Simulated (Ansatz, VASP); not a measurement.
Two plane-wave programs on MgO

Contents of INCAR:

```
SYSTEM = MgO
ALGO     = Normal         ! electronic algorithm
EDIFF    = 1E-6           ! SCF threshold, eV
ENCUT    = 520            ! plane-wave cutoff, eV
GGA      = PE             ! functional
ISIF     = 2              ! what is computed and relaxed
ISMEAR   = 0              ! smearing method
LASPH    = .TRUE.         ! aspherical terms in the spheres
LCHARG   = .FALSE.        ! write CHGCAR
LREAL    = .FALSE.        ! projectors in reciprocal space
LWAVE    = .FALSE.        ! write WAVECAR
NBANDS   = 16             ! bands
NELM     = 60             ! most SCF steps
PREC     = Accurate       ! precision mode
SIGMA    = 0.05           ! smearing width, eV
```

Contents of KPOINTS:

```
k-points
0
G
  9 9 6
  0 0 0
```

The input POSCAR:

```
MgO
1.0
    3.3453000000      0.0000000000      0.0000000000
   -1.6726500000      2.8971147833      0.0000000000
    0.0000000000      0.0000000000      4.2393824570
Mg O
2 2
Direct
    0.6666666667      0.3333333333      0.7500000000
    0.3333333333      0.6666666667      0.2500000000
    0.6666666667      0.3333333333      0.2500000000
    0.3333333333      0.6666666667      0.7500000000
```

Input for Ansatz:

```yaml
crystal:
  lattice:
    - [3.3453, 0.0, 0.0]
    - [-1.67265, 2.8971147833, 0.0]
    - [0.0, 0.0, 4.239382457]
  atoms:
    - { symbol: Mg, position: [0.6666666667, 0.3333333333, 0.75] }
    - { symbol: Mg, position: [0.3333333333, 0.6666666667, 0.25] }
    - { symbol: O, position: [0.6666666667, 0.3333333333, 0.25] }
    - { symbol: O, position: [0.3333333333, 0.6666666667, 0.75] }
basis:
  ecutwfc: 520.0
kpoints:
  mp_grid: { grid: [9, 9, 6] }
hamiltonian:
  xc: pbe
  pseudopotentials: { kind: paw, azcp: { folder: soft_1 } }
scf:
  occupations: { method: gaussian, width: 0.05 }
output:
  forces: true
  stress: true
  eigenvalues: true
```

Alike in both runs: task single point; functional PBE; k mesh 9 × 9 × 6; occupations gaussian, width 0.05 eV; no spin polarisation.

```csv
,VASP,Ansatz
version,VASP 6.6.1,Ansatz 0.2.0
potentials or method,"VASP PAW PBE potentials, release 64 (Mg, O), cutoff 520 eV","scalar-relativistic, plane waves, PAW"
valence electrons in the cell,16,32
```

```tsv
	VASP	Ansatz	Ansatz less VASP
gap on the k mesh at the Fermi level (eV)	3.75	3.77	+0.021
least direct gap on the mesh (eV)	3.75	3.77	+0.021
pressure (GPa)	15.7	16.2	+0.49
traceless stress, the component that is largest in VASP (GPa)	-8.05	-7.80	+0.250
```

VASP's potentials hold 16 valence electrons a cell and Ansatz's 32, so a difference there can come from the potentials and not from the codes.
